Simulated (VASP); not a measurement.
Wanted: the native input for a VASP 6.6.1 run.

```
Task                   : single point
Functional             : PBE
Potentials or basis    : VASP PAW PBE potentials, release 64 (Be, Se)
Cutoff                 : 600 eV
k mesh                 : 3 × 3 × 4
Occupations            : gaussian, width 0.2 eV
Spin                   : no spin polarisation
Dipole correction      : no
Further INCAR settings : ALGO = Normal; EDIFF = 1e-06; NBANDS = 23
```

The structure of BeSe2 lies in POSCAR:

```
BeSe2
1.0
    5.0020312419      0.0000000000      0.0000000000
    0.0000000000      5.0020312419      0.0000000000
    0.0000000000      0.0000000000      4.8681645906
Be Se
2 4
Direct
    0.0000000000      0.0000000000      0.7500000000
    0.0000000000      0.0000000000      0.2500000000
    0.2582740920      0.2582740920      0.0000000000
    0.7417259080      0.7417259080      0.0000000000
    0.2582740920      0.7417259080      0.5000000000
    0.7417259080      0.2582740920      0.5000000000
```

The cell was built from a structure type or drawn by symmetry, and may not be a known phase.

The input as run:

INCAR

```
SYSTEM = BeSe2
PREC = Accurate ; ENCUT = 600
EDIFF = 1E-6 ; ISMEAR = 0
SIGMA = 0.2 ; LREAL = .False.
LASPH = .True. ; NELM = 120
ALGO = Normal ; ISIF = 2
LWAVE = .False. ; LCHARG = .False.
GGA = PE ; NBANDS = 23
GGA_COMPAT = .False.
```

KPOINTS

```
Automatic mesh
0
Gamma
  3 3 4
  0 0 0
```

Potentials or basis: VASP PAW PBE potentials, release 64 (Be, Se).

Command:

```sh
$ cat potpaw_PBE.64/Be/POTCAR potpaw_PBE.64/Se/POTCAR > POTCAR
$ mpirun -np 1 vasp_std > vasp.out
```

It gave:

* Pressure: 0.1 GPa
* Largest force: 0.062 eV/Å
* Band gap on the k mesh: zero (bands 14 and 15 overlap by 1.10 eV)

Caveat: the k points lie up to 0.42 Å⁻¹ apart, too coarse for converged energies and pressures of a metal.

Wall time 18 s on 1 thread of AMD EPYC 9R45 96-Core Processor (Zen 5) (shared host), peak memory 0.2 GiB.
